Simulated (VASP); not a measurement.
AlN (zincblende type): relaxation of cell and atoms with PBE

The system is AlN (zincblende type).

```
CELL_PARAMETERS angstrom
0.00000 2.02443 2.02443
2.02443 0.00000 2.02443
2.02443 2.02443 0.00000
ATOMIC_POSITIONS crystal
Al 0.00000 0.00000 0.00000
N 0.25000 0.25000 0.25000
```

| Quantity | Value |
| --- | --- |
| Program | VASP 6.6.1 |
| Task | relaxation of cell and atoms |
| Functional | PBE |
| Potentials or basis | VASP PAW PBE potentials, release 64 (Al, N) |
| Cutoff | 600 eV |
| k mesh | 16 × 16 × 16 |
| Occupations | fermi-dirac, width 0.1 eV |
| Spin | no spin polarisation |
| Target pressure | 51 GPa |
| Dipole correction | no |
| Further INCAR settings | ALGO = Normal; EDIFF = 1e-06; IBRION = 2; EDIFFG = -0.005; NSW = 60; ISIF = 3 |

The relaxed volume is 8.87 Å³/atom and the relaxed cell is a = 2.927 Å, b = 2.927 Å, c = 2.927 Å, α = 60.00°, β = 60.00°, γ = 60.00°. The space group after relaxing (to 0.1 Å) is F-43m (No. 216), the energy change on relaxing (the run minimises the enthalpy) is -228.4 meV/atom and the ionic steps are 16. The pressure after relaxing is 51.0 GPa. The band gap on the k mesh is 3.38 eV (least direct gap 5.32 eV).

The path:
```csv
step,energy change (eV),largest force (eV/Å),pressure (GPa),volume (Å³)
1,0.0000,0.0000,78.90,16.59
2,-0.9166,0.0000,10.27,20.31
3,-0.4740,0.0000,49.93,17.79
4,-0.4589,0.0000,50.88,17.74
5,-0.4514,0.0000,51.38,17.72
6,-0.4516,0.0000,51.37,17.72
7,-0.4523,0.0000,51.34,17.72
8,-0.4523,0.0000,51.32,17.72
9,-0.4523,0.0000,51.32,17.72
10,-0.4523,0.0000,51.32,17.72
11,-0.4524,0.0000,51.32,17.72
12,-0.4526,0.0000,51.31,17.72
13,-0.4529,0.0000,51.29,17.72
14,-0.4534,0.0000,51.26,17.72
15,-0.4546,0.0000,51.19,17.72
16,-0.4569,0.0000,51.02,17.73
```

Final structure:
```
Al N
1.0
     0.00000    2.06972    2.06972
     2.06972    0.00000    2.06972
     2.06972    2.06972    0.00000
Al N
1 1
Direct
  0.00000 0.00000 0.00000
  0.25000 0.25000 0.25000
```

Levels at points of the mesh, in eV from the valence-band top:
```
           k point  band 1  band 2  band 3  band 4  band 5  band 6  band 7  band 8
(0.00, 0.00, 0.00)  -15.98    0.00    0.00    0.00    5.70   14.24   14.24   14.24
(0.50, 0.00, 0.00)  -13.41   -6.57   -0.49   -0.49    8.89   11.00   12.18   12.18
(0.50, 0.50, 0.00)  -12.61   -5.44   -1.94   -1.94    3.38    9.60   16.35   17.82
```

Wall time 110 s on 1 thread of Intel Xeon 8259CL (shared host), peak memory 0.15 GiB.

Caveat: the cell is relaxed towards a set pressure, so the run minimises the enthalpy, not the energy. A k mesh can miss the band edges.
